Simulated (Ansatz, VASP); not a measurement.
## Two plane-wave programs on TaTe

File INCAR:

```
SYSTEM = TaTe
ALGO = Normal
EDIFF = 1E-6
ENCUT = 520
GGA = PE
ISIF = 2
ISMEAR = 0
ISPIN = 2
LASPH = .TRUE.
LCHARG = .FALSE.
LMAXMIX = 4
LORBIT = 11
LREAL = .FALSE.
LWAVE = .FALSE.
MAGMOM = 0.28 0
NBANDS = 20
NELM = 150
PREC = Accurate
SIGMA = 0.05
```

KPOINTS

```
k-points
0
G
  6 6 6
  0 0 0
```

The input POSCAR:

```
TaTe
1.0
    0.0000000000      2.8610161455      2.8610161455
    2.8610161455      0.0000000000      2.8610161455
    2.8610161455      2.8610161455      0.0000000000
Ta Te
1 1
Direct
    0.5000000000      0.5000000000      0.5000000000
    0.0000000000      0.0000000000      0.0000000000
```

Input for Ansatz:

```yaml
crystal:
  lattice:
    - [0.0, 2.8610161455, 2.8610161455]
    - [2.8610161455, 0.0, 2.8610161455]
    - [2.8610161455, 2.8610161455, 0.0]
  atoms:
    - { symbol: Ta, position: [0.5, 0.5, 0.5], spin: 0.28 }
    - { symbol: Te, position: [0.0, 0.0, 0.0] }
basis:
  ecutwfc: 420
  ecutrho_ratio: 4
kpoints:
  mp_grid: { grid: [6, 6, 6] }
hamiltonian:
  xc: pbe
scf:
  occupations: { method: gaussian, width: 0.05 }
output:
  forces: true
  stress: true
  eigenvalues: true
  populations: true
magnetization:
  spin_polarized: true
```

Alike in both runs: task single point; functional PBE; k mesh 6 × 6 × 6; occupations gaussian, width 0.05 eV; collinear spin.

|  | VASP | Ansatz |
| --- | --- | --- |
| version | VASP 6.6.1 | Ansatz 0.2.0 |
| potentials or method | VASP PAW PBE potentials, release 64 (Ta_pv, Te), cutoff 520 eV | scalar-relativistic, plane waves, PAW |
| valence electrons in the cell | 17 | 29 |

```tsv
	VASP	Ansatz	Ansatz less VASP
gap on the k mesh at the Fermi level (eV)	none	none	-
pressure (GPa)	-1.6	-1.6	-0.01
net moment per atom (μB)	0.17	0.17	0.000
size of the moment on the site where the two differ most (μB)	0.24	0.23	-0.009
```

Site moments also hang on the region over which each program counts them. A gap of «none» marks a metal or a gap that the smearing closes. VASP's potentials hold 17 valence electrons a cell and Ansatz's 29, so a difference there can come from the potentials and not from the codes.

Neither program's run includes spin-orbit coupling.
